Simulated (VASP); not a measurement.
Set up this calculation in VASP 6.6.1, as the native input.

```
Task                   : single point
Functional             : PBEsol
Potentials or basis    : VASP PAW PBE potentials, release 64 (Ti_sv, Al)
Cutoff                 : 520 eV
k mesh                 : 18 × 18 × 10
Occupations            : gaussian, width 0.15 eV
Spin                   : no spin polarisation
Dipole correction      : no
Further INCAR settings : ALGO = Normal; EDIFF = 1e-07; NBANDS = 14
```

The structure of TiAl lies in POSCAR:

```
TiAl
1.0
    2.8191000000      0.0000000000      0.0000000000
   -1.4095500000      2.4414122158      0.0000000000
    0.0000000000      0.0000000000      4.9887000000
Ti Al
1 1
Direct
    0.0000000000      0.0000000000      0.0000000000
    0.3333333333      0.6666666667      0.5000000000
```

One way to write it, as run:

INCAR

```
  ALGO = Normal
  EDIFF = 1E-7
  ENCUT = 520
  GGA = PS
  ISIF = 2
  ISMEAR = 0
  LASPH = True
  LCHARG = False
  LREAL = False
  LWAVE = False
  NBANDS = 14
  NELM = 100
  PREC = Accurate
  SIGMA = 0.15
```

KPOINTS

```
k-points
0
Gamma
  18 18 10
```

Potentials or basis: VASP PAW PBE potentials, release 64 (Ti_sv, Al).

Run with:

```sh
$ cat potpaw_PBE.64/Ti_sv/POTCAR potpaw_PBE.64/Al/POTCAR > POTCAR
$ mpirun -np 1 vasp_std > vasp.out
```

Results of the run:

| Property | Result |
| --- | --- |
| Pressure | -5.8 GPa |
| Band gap on the k mesh | zero (an odd number of electrons rules out a gap without spin polarisation) |

Caveat: the cell stands under tension; the PAW data sets were made with another functional, which shifts forces and pressure a little.

It took 2.4 min on 1 thread of Intel Xeon 8259CL, with other jobs on the host, peak memory 0.25 GiB.
